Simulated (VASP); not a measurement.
Input of a VASP 6.6.1 run:

The input INCAR:

```
PREC = Accurate ; ENCUT = 520
EDIFF = 1E-7 ; ISMEAR = -1
SIGMA = 0.1 ; LREAL = False
LASPH = True ; NELM = 60
ALGO = Normal ; ISIF = 2
LWAVE = False ; LCHARG = False
GGA = PE ; NBANDS = 11
```

The input KPOINTS:

```
regular mesh
0
Gamma
  22 22 11
```

File POSCAR:

```
Si
1.0
    2.5886444983      0.0000000000      0.0000000000
   -1.2943222492      2.2418318969      0.0000000000
    0.0000000000      0.0000000000      4.3635486030
Si
2
Direct
    0.3333333333      0.6666666667      0.2500000000
    0.6666666667      0.3333333333      0.7500000000
```

Potentials or basis: VASP PAW PBE potentials, release 64 (Si).

Command:

```console
$ cat potpaw_PBE.64/Si/POTCAR > POTCAR
$ mpirun -np 1 vasp_std > vasp.out
```

**Question.** Predict the pressure.

**Answer.** 14.2 GPa.

**Question.** Estimate the band gap on the k mesh.

**Answer.** Zero (bands 4 and 5 overlap by 13.43 eV).

Stress tensor (GPa, compression positive):
```
14.09  0.00  0.00
 0.00 14.09  0.00
 0.00  0.00 14.51
```

Caveat: the cell stands under pressure.
